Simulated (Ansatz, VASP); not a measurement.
# One calculation of Al, two programs

INCAR

```
  ALGO = Fast
  EDIFF = 1E-6
  ENCUT = 520
  GGA = PE
  ISIF = 2
  ISMEAR = 0
  IVDW = 12
  LASPH = T
  LCHARG = F
  LREAL = F
  LWAVE = F
  NBANDS = 8
  NELM = 60
  PREC = Accurate
  SIGMA = 0.15
```

The input KPOINTS:

```
k-points
0
Gamma
  20 20 20
```

The input POSCAR:

```
Al
1.0
   -0.1393715455      1.9910220790      2.0840028101
    1.8516505335      0.0000000000      1.9446312646
    1.9910220790      1.9910220790     -0.1393715455
Al
1
Direct
    0.0000000000      0.0000000000      0.0000000000
```

Input for Ansatz:

```yaml
crystal:
  lattice:
    - [-0.1393715455, 1.991022079, 2.0840028101]
    - [1.8516505335, 0.0, 1.9446312646]
    - [1.991022079, 1.991022079, -0.1393715455]
  atoms:
    - { symbol: Al, position: [0.0, 0.0, 0.0] }
basis:
  ecutwfc: 420
kpoints:
  mp_grid: { grid: [20, 20, 20] }
hamiltonian:
  xc: pbe
  pseudopotentials: { kind: paw, azcp: { folder: soft_1 } }
  dispersion: d3bj
scf:
  occupations: { method: gaussian, width: 0.15 }
output:
  forces: true
  stress: true
  eigenvalues: true
```

Change from the starting cell: engineering shear strain xz -0.1400, normal strain along z +0.0467.

Alike in both runs: task single point; functional PBE; dispersion D3(BJ); k mesh 20 × 20 × 20; occupations gaussian, width 0.15 eV; no spin polarisation.

|  | VASP | Ansatz |
| --- | --- | --- |
| version | VASP 6.6.1 | Ansatz 0.2.0 |
| potentials or method | VASP PAW PBE potentials, release 64 (Al), cutoff 520 eV | scalar-relativistic, plane waves, PAW |
| valence electrons in the cell | 3 | 3 |

|  | VASP | Ansatz | Ansatz less VASP |
| --- | --- | --- | --- |
| gap on the k mesh at the Fermi level (eV) | none | none | - |
| pressure (GPa) | -1.7 | -1.7 | +0.01 |
| traceless stress, the component that is largest in VASP (GPa) | 4.79 | 4.80 | +0.009 |

A gap of «none» marks a metal or a gap that the smearing closes.
